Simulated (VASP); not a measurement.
# K (Im-3m) in VASP: further runs

The runs below take K through single point, with HSE06.

Program: VASP 6.6.1. These are calculated values, not measurements. Logs are shortened: lines on timing, memory, paths and dates and some standing lists are left out, and cuts for length are marked.

### 1 The cell of the first run

It takes space group Im-3m (No. 229, cubic). The conventional cell has a = 5.245 Å, b = 5.245 Å, c = 5.245 Å, α = 90.00°, β = 90.00°, γ = 90.00°.

### 2 Single point, HSE06

POSCAR

```
K
1.0
   -2.6222813453      2.6222813453      2.6222813453
    2.6222813453     -2.6222813453      2.6222813453
    2.6222813453      2.6222813453     -2.6222813453
K
1
Direct
    0.0000000000      0.0000000000      0.0000000000
```

INCAR.step1

```
SYSTEM = K
ALGO     = Normal         ! electronic algorithm
EDIFF    = 1E-5           ! SCF threshold, eV
ENCUT    = 520            ! plane-wave cutoff, eV
GGA      = PE             ! functional
ISIF     = 2              ! what is computed and relaxed
ISMEAR   = -1             ! smearing method
LASPH    = .True.         ! aspherical terms in the spheres
LCHARG   = .False.        ! write CHGCAR
LREAL    = .False.        ! projectors in reciprocal space
LWAVE    = .True.         ! write WAVECAR
NBANDS   = 10             ! bands
NELM     = 60             ! most SCF steps
PREC     = Accurate       ! precision mode
SIGMA    = 0.1            ! smearing width, eV
```

INCAR.step2

```
SYSTEM = K
ALGO     = Normal         ! electronic algorithm
EDIFF    = 1E-6           ! SCF threshold, eV
ENCUT    = 520            ! plane-wave cutoff, eV
GGA      = PE             ! functional
HFSCREEN = 0.2079         ! screening, 1/A
ISIF     = 2              ! what is computed and relaxed
ISMEAR   = -1             ! smearing method
ISTART   = 1            
LASPH    = .True.         ! aspherical terms in the spheres
LCHARG   = .False.        ! write CHGCAR
LHFCALC  = .True.         ! exact exchange
LREAL    = .False.        ! projectors in reciprocal space
LWAVE    = .False.        ! write WAVECAR
NBANDS   = 10             ! bands
NELM     = 60             ! most SCF steps
PREC     = Accurate       ! precision mode
PRECFOCK = Normal       
SIGMA    = 0.1            ! smearing width, eV
```

KPOINTS

```
k-points
0
Gamma
  6 6 6
  0 0 0
```

Potentials or basis: VASP PAW PBE potentials, release 64 (K_sv).

Command:

```
cat potpaw_PBE.64/K_sv/POTCAR > POTCAR
cp INCAR.step1 INCAR
mpirun -np 1 vasp_std > vasp.out
cp INCAR.step2 INCAR
mpirun -np 1 vasp_std > vasp.out
```

OUTCAR:

```text
SYSTEM = K
   EDIFF = 1E-6
   ENCUT = 520
   GGA = PE
   HFSCREEN = 0.2079
   ISIF = 2
   ISMEAR = -1
   ISTART = 1
   LASPH = .True.
   LHFCALC = .True.
   LREAL = .False.
   NELM = 60
   PREC = Accurate
   PRECFOCK = Normal

 ion  position               nearest neighbor table
   1  0.000  0.000  0.000-

  LATTYP: Found a body centered cubic cell.
 ALAT       =     5.2445626906

  Lattice vectors:

 A1 = (  -2.6222813453,   2.6222813453,   2.6222813453)
 A2 = (   2.6222813453,  -2.6222813453,   2.6222813453)
 A3 = (   2.6222813453,   2.6222813453,  -2.6222813453)

Analysis of symmetry for initial positions (statically):
=====================================================================
 Subroutine PRICEL returns:
 Original cell was already a primitive cell.

 Routine SETGRP: Setting up the symmetry group for a
 body centered cubic supercell.

 Subroutine GETGRP returns: Found 48 space group operations
 (whereof 48 operations were pure point group operations)
 out of a pool of 48 trial point group operations.

The static configuration has the point symmetry O_h .

Analysis of symmetry for dynamics (positions and initial velocities):
=====================================================================
 Subroutine PRICEL returns:
 Original cell was already a primitive cell.

 Routine SETGRP: Setting up the symmetry group for a
 body centered cubic supercell.

 Subroutine GETGRP returns: Found 48 space group operations
 (whereof 48 operations were pure point group operations)
 out of a pool of 48 trial point group operations.

The dynamic configuration has the point symmetry O_h .

 Subroutine INISYM returns: Found 48 space group operations
 (whereof 48 operations are pure point group operations),
 and found     1 'primitive' translations

----------------------------------------------------------------------------------------

                                     Primitive cell

  volume of cell :      72.1270

  direct lattice vectors                    reciprocal lattice vectors
    -2.622281345  2.622281345  2.622281345     0.000000000  0.190673667  0.190673667
     2.622281345 -2.622281345  2.622281345     0.190673667  0.000000000  0.190673667
     2.622281345  2.622281345 -2.622281345     0.190673667  0.190673667  0.000000000

  length of vectors
     4.541924522  4.541924522  4.541924522     0.269653286  0.269653286  0.269653286

  position of ions in fractional coordinates (direct lattice)
     0.000000000  0.000000000  0.000000000

  ion indices of the primitive-cell ions
   primitive index   ion index
                 1           1

----------------------------------------------------------------------------------------

 KPOINTS: k-points

Automatic generation of k-mesh.
 Grid dimensions read from file:
 generate k-points for:    6    6    6

 Generating k-lattice:

  Cartesian coordinates                     Fractional coordinates (reciprocal lattice)
     0.000000000  0.031778944  0.031778944     0.166666667  0.000000000  0.000000000
     0.031778944  0.000000000  0.031778944     0.000000000  0.166666667  0.000000000
     0.031778944  0.031778944  0.000000000     0.000000000  0.000000000  0.166666667

  Length of vectors
     0.044942214  0.044942214  0.044942214

  Shift w.r.t. Gamma in fractional coordinates (k-lattice)
     0.000000000  0.000000000  0.000000000

 Subroutine IBZKPT returns following result:
 ===========================================

 Found     16 irreducible k-points:

 Following reciprocal coordinates:
            Coordinates               Weight
  0.000000  0.000000  0.000000      1.000000
  0.166667  0.000000  0.000000     12.000000
  0.333333  0.000000  0.000000     12.000000
  0.500000  0.000000  0.000000      6.000000
  0.166667  0.166667  0.000000     24.000000
  0.333333  0.166667  0.000000     48.000000
[... 8 lines left out ...]
  0.500000  0.500000  0.333333     12.000000
  0.500000  0.500000  0.500000      1.000000
   k-points           NKPTS =     16   k-points in BZ     NKDIM =    216   number of bands    NBANDS=     10
   number of dos      NEDOS =    301   number of ions     NIONS =      1
   total plane-waves  NPLWV =  46656
   dimension x,y,z NGX =    36 NGY =   36 NGZ =   36
   dimension x,y,z NGXF=    72 NGYF=   72 NGZF=   72
   ions per type =               1
   NGX,Y,Z   is equivalent  to a cutoff of  13.18, 13.18, 13.18 a.u.
   NGXF,Y,Z  is equivalent  to a cutoff of  26.35, 26.35, 26.35 a.u.
 SYSTEM =  K
   PREC   = accura    normal or accurate (medium, high low for compatibility)
   ISTART =      1    job   : 0-new  1-cont  2-samecut
   ICHARG =      0    charge: 1-file 2-atom 10-const
   ISPIN  =      1    spin polarized calculation?
   LNONCOLLINEAR =      F non collinear calculations
   LSORBIT =      F    spin-orbit coupling
   LASPH  =      T    aspherical Exc in radial PAW
   ENCUT  =  520.0 eV  38.22 Ry    6.18 a.u.   8.44  8.44  8.44*2*pi/ulx,y,z
   NELM   =     60;   NELMIN=  2; NELMDL=  0     # of ELM steps
   EDIFF  = 0.1E-05   stopping-criterion for ELM
   LREAL  =      F    real-space projection
   EDIFFG = 0.1E-04   stopping-criterion for IOM
   NSW    =      0    number of steps for IOM
   IBRION =     -1    ionic relax: 0-MD 1-quasi-New 2-CG
   NFREE  =      0    steps in history (QN), initial steepest desc. (CG)
   ISIF   =      2    stress and relaxation
   ISYM   =      3    0-nonsym 1-usesym 2-fastsym
   POTIM  = 0.5000    time-step for ionic-motion
   TEBEG  =    0.0;   TEEND  =   0.0 temperature during run
   PSTRESS=    0.0 pullay stress
   NELECT =       9.0000    total number of electrons
   NUPDOWN=      -1.0000    fix difference up-down
   EMIN   =  10.00;   EMAX   =-10.00  energy-range for DOS
   EFERMI =   0.00;   METHOD = LEGACY
   ISMEAR =    -1;   SIGMA  =   0.10  broadening in eV -4-tet -1-fermi 0-gaus
   EFERMI_NEDOS =   21; number of points for ismear=-14 and -15
   IALGO  =     38    algorithm
   IMIX   =      1    mixing-type and parameters
     AMIX     =   0.40;   BMIX     =  1.00
     AMIX_MAG =   1.60;   BMIX_MAG =  1.00
  volume/ion in A,a.u.               =      72.13       486.74
  Fermi-wavevector in a.u.,A,eV,Ry     =   0.818069  1.545925  9.105512  0.669236
  Thomas-Fermi vector in A             =   1.928629
   LORBIT       =      0    0 simple, 1 ext, 2 COOP (PROOUT), +10 PAW based schemes
   GGA     = PE    functional components
   LHFCALC =     T    Hartree Fock is set to
   PRECFOCK=normal    Normal, Fast or Accurate (Low or Medium for compatibility)
   ENCUT4O =  -1.0   cutoff for four orbital integrals eV
   NKREDX  =     1    reduce k-point grid by
   NKREDY  =     1    reduce k-point grid by
   NKREDZ  =     1    reduce k-point grid by
   AEXX    =    0.2500 exact exchange contribution
   HFSCREEN=    0.2079 screening length (either q_TF or 0.3 A-1)
   HFSCREENC=   0.2079 screening length for correlation (either q_TF or 0.3 A-1)
   ENCUTFOCK=  -1.0 apply spherical cutoff to Coloumb kernel
   IVDW    =     0    specifies the selected vdW correction
   LEPSILON=     F    determine dielectric tensor
   LRPA    =     F    only Hartree local field effects (RPA)
 non-spin polarized calculation
  energy-cutoff  :      520.00
  volume of cell :       72.13
 maximum number of plane-waves:      1962
 NGX is ok and might be reduce to    36
  NGX = 28; NGY = 28; NGZ = 28

 number of electron       9.0000001 magnetization

 Free energy of the ion-electron system (eV)
  ---------------------------------------------------
  ext. energy  EPLUGINS =         0.00000000
  ---------------------------------------------------
  free energy    TOTEN  =        -1.11140566 eV

  energy without entropy =       -1.07789225  energy(sigma->0) =       -1.09464896

 E-fermi :  -0.0235     XC(G=0):  -4.8999

 val. band max:       -0.3251563349   @ k =   0.1667   0.1667   0.1667
 cond. band min:       0.0006947216   @ k =   0.3333   0.1667   0.0000
 fundamental gap:      0.3258510565
 Fermi energy:        -0.0234741641

 k-point     1 :       0.0000    0.0000    0.0000
  band No.  band energies     occupation
      1     -35.2058      2.00000
      2     -17.2891      2.00000
      3     -17.2891      2.00000
      4     -17.2891      2.00000
      5      -2.6017      2.00000
      6       4.9023      0.00000
      7       4.9023      0.00000
      8       4.9023      0.00000
      9       5.8774      0.00000
     10       5.8774      0.00000

 k-point     2 :       0.1667    0.0000    0.0000
  band No.  band energies     occupation
      1     -35.2047      2.00000
      2     -17.3079      2.00000
      3     -17.2951      2.00000
      4     -17.2890      2.00000
      5      -2.1874      2.00000
      6       4.1236      0.00000
      7       4.4549      0.00000
      8       5.1842      0.00000
      9       5.6014      0.00000
     10       5.7698      0.00000

 k-point     3 :       0.3333    0.0000    0.0000
  band No.  band energies     occupation
      1     -35.2024      2.00000
      2     -17.3446      2.00000
      3     -17.3072      2.00000
      4     -17.2889      2.00000
      5      -1.0322      1.99992
      6       2.4129      0.00000
      7       3.8478      0.00000
      8       5.6926      0.00000
      9       5.8411      0.00000
     10       5.9875      0.00000

 k-point     4 :       0.5000    0.0000    0.0000
  band No.  band energies     occupation
      1     -35.2013      2.00000
      2     -17.3624      2.00000
      3     -17.3132      2.00000
      4     -17.2888      2.00000
      5       0.5310      0.00778
      6       0.6989      0.00146
      7       3.6138      0.00000
      8       5.4869      0.00000
      9       6.2949      0.00000
     10       6.5408      0.00000

 k-point     5 :       0.1667    0.1667    0.0000
  band No.  band energies     occupation
      1     -35.2030      2.00000
      2     -17.3328      2.00000
      3     -17.3026      2.00000
      4     -17.2932      2.00000
      5      -1.4015      2.00000
      6       3.1824      0.00000
      7       3.6341      0.00000
      8       5.4573      0.00000
      9       5.5113      0.00000
     10       6.2731      0.00000

 k-point     6 :       0.3333    0.1667    0.0000
  band No.  band energies     occupation
      1     -35.2013      2.00000
      2     -17.3530      2.00000
      3     -17.3169      2.00000
      4     -17.2945      2.00000
      5       0.0007      0.87974
      6       1.6850      0.00000
      7       3.0755      0.00000
      8       5.1908      0.00000
      9       5.9471      0.00000
     10       6.5108      0.00000
[... 79 lines left out ...]
 k-point    13 :      -0.3333    0.5000    0.1667
  band No.  band energies     occupation
      1     -35.2000      2.00000
      2     -17.3478      2.00000
      3     -17.3312      2.00000
      4     -17.3075      2.00000
      5       0.6084      0.00360
      6       1.9099      0.00000
      7       2.7006      0.00000
      8       4.7264      0.00000
      9       5.2811      0.00000
     10       6.4283      0.00000

 k-point    14 :      -0.3333    0.3333    0.3333
  band No.  band energies     occupation
      1     -35.1996      2.00000
      2     -17.3371      2.00000
      3     -17.3273      2.00000
      4     -17.3273      2.00000
      5       0.3020      0.07435
      6       2.5090      0.00000
      7       3.7810      0.00000
      8       3.7810      0.00000
      9       4.4997      0.00000
     10       6.4725      0.00000

 k-point    15 :       0.5000    0.5000    0.3333
  band No.  band energies     occupation
      1     -35.1987      2.00000
      2     -17.3463      2.00000
      3     -17.3340      2.00000
      4     -17.3282      2.00000
      5       1.4456      0.00000
      6       1.7138      0.00000
      7       3.3535      0.00000
      8       3.7323      0.00000
      9       4.5930      0.00000
     10       6.8835      0.00000

 k-point    16 :       0.5000    0.5000    0.5000
  band No.  band energies     occupation
      1     -35.1978      2.00000
      2     -17.3410      2.00000
      3     -17.3410      2.00000
      4     -17.3410      2.00000
      5       1.9256      0.00000
      6       1.9256      0.00000
      7       3.7607      0.00000
      8       3.7607      0.00000
      9       3.7607      0.00000
     10       6.0508      0.00000

------------------------ aborting loop because EDIFF is reached ----------------------------------------

  FORCE on cell =-STRESS in cart. coord.  units (eV):
  Direction    XX          YY          ZZ          XY          YZ          ZX
  --------------------------------------------------------------------------------------
  -------------------------------------------------------------------------------------
  Total        0.0914282      0.0914282      0.0914282     -0.0000000     -0.0000000      0.0000000
  in kB        2.0309213      2.0309213      2.0309213     -0.0000000     -0.0000000      0.0000000
  external PRESSURE =       2.0309213 kB  Pullay stress =       0.0000000 kB

 VOLUME and BASIS-vectors are now :
 -----------------------------------------------------------------------------
  energy-cutoff  :      520.00
  volume of cell :       72.13
      direct lattice vectors                 reciprocal lattice vectors
    -2.622281345  2.622281345  2.622281345     0.000000000  0.190673667  0.190673667
     2.622281345 -2.622281345  2.622281345     0.190673667  0.000000000  0.190673667
     2.622281345  2.622281345 -2.622281345     0.190673667  0.190673667  0.000000000

 POSITION                                       TOTAL-FORCE (eV/Angst)
 -----------------------------------------------------------------------------------
      0.00000      0.00000      0.00000        -0.000000      0.000000      0.000000
 -----------------------------------------------------------------------------------
    total drift:                               -0.000000     -0.000000     -0.000000

  FREE ENERGIE OF THE ION-ELECTRON SYSTEM (eV)
  ---------------------------------------------------
  free  energy   TOTEN  =        -1.1114056640 eV

  energy  without entropy=       -1.0778922484  energy(sigma->0) =       -1.09464896
```

It took 35 min on 1 thread of Intel Xeon 8259CL, shared host; peak memory 0.32 GiB.

Results:

| Item | Value |
| --- | --- |
| Free energy | -1.1114 eV |
| Pressure | 0.2 GPa |
| Band gap on the k mesh | zero (an odd number of electrons rules out a gap without spin polarisation) |

Levels at points of the mesh, in eV from the Fermi level:
| k point | band 1 | band 2 | band 3 | band 4 | band 5 | band 6 | band 7 | band 8 |
| --- | --- | --- | --- | --- | --- | --- | --- | --- |
| (0.00, 0.00, 0.00) | -35.18 | -17.27 | -17.27 | -17.27 | -2.58 | 4.93 | 4.93 | 4.93 |
| (0.50, 0.00, 0.00) | -35.18 | -17.34 | -17.29 | -17.27 | 0.55 | 0.72 | 3.64 | 5.51 |
| (0.50, 0.50, 0.50) | -35.17 | -17.32 | -17.32 | -17.32 | 1.95 | 1.95 | 3.78 | 3.78 |

Caveat: the PAW data sets were made with another functional, which shifts forces and pressure a little.

### 3 Single point, HSE06

POSCAR is that of step 2.

INCAR.step1

```
ALGO = Normal
EDIFF = 1E-5
ENCUT = 520
GGA = PE
ISIF = 2
ISMEAR = -1
LASPH = True
LCHARG = False
LREAL = False
LWAVE = True
NBANDS = 10
NELM = 60
PREC = Accurate
SIGMA = 0.1
```

INCAR.step2

```
ALGO = Normal
EDIFF = 1E-6
ENCUT = 520
GGA = PE
HFSCREEN = 0.2079
ISIF = 2
ISMEAR = -1
ISTART = 1
LASPH = True
LCHARG = False
LHFCALC = True
LREAL = False
LWAVE = False
NBANDS = 10
NELM = 60
PREC = Accurate
PRECFOCK = Normal
SIGMA = 0.1
```

KPOINTS

```
k-points
0
Gamma
  6 6 6
```

Potentials or basis: VASP PAW PBE potentials, release 64 (K_sv).

Command:

```
cat potpaw_PBE.64/K_sv/POTCAR > POTCAR
cp INCAR.step1 INCAR
mpirun -np 1 vasp_std > vasp.out
cp INCAR.step2 INCAR
mpirun -np 1 vasp_std > vasp.out
```

It took 46 min on 1 thread of Intel Xeon 8259CL, shared host; peak memory 0.33 GiB.

It converged, with:

- Free energy: -1.1114 eV
- Pressure: 0.2 GPa
- Band gap on the k mesh: zero (an odd number of electrons rules out a gap without spin polarisation)

Levels at points of the mesh, in eV from the Fermi level:
```tsv
k point	band 1	band 2	band 3	band 4	band 5	band 6	band 7	band 8	band 9
(0.00, 0.00, 0.00)	-35.18	-17.27	-17.27	-17.27	-2.58	4.93	4.93	4.93	5.90
(0.50, 0.00, 0.00)	-35.18	-17.34	-17.29	-17.27	0.55	0.72	3.64	5.51	6.32
(0.50, 0.50, 0.50)	-35.17	-17.32	-17.32	-17.32	1.95	1.95	3.78	3.78	3.78
```

Caveat: the PAW data sets were made with another functional, which shifts forces and pressure a little.

The gap in the log of VASP goes by the Fermi energy; the results here count the filled bands.